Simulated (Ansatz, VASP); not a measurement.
**Be in VASP and in Ansatz**

```
CELL_PARAMETERS angstrom
-1.27397 1.27397 1.27397
1.27397 -1.27397 1.27397
1.27397 1.27397 -1.27397
ATOMIC_POSITIONS crystal
Be 0.00000 0.00000 0.00000
```

Alike in both runs: task single point; functional PBE; k mesh 10 × 10 × 10; no spin polarisation.

|  | VASP | Ansatz |
| --- | --- | --- |
| version | VASP 6.6.1 | Ansatz 0.2.0 |
| potentials or method | VASP PAW PBE potentials, release 64 (Be), cutoff 520 eV | PAW plane waves |
| occupations | fermi-dirac, width 0.1 eV | fermi-dirac |
| valence electrons in the cell | 2 | 2 |

Ansatz gave:

| Property | Result |
| --- | --- |
| gap on the k mesh at the Fermi level (eV) | none |
| pressure (GPa) | -6.2 |

Question: What did VASP give for the same quantities?

Answer: gap on the k mesh at the Fermi level (eV): none; pressure (GPa): -6.1.

A gap of «none» marks a metal or a gap that the smearing closes.
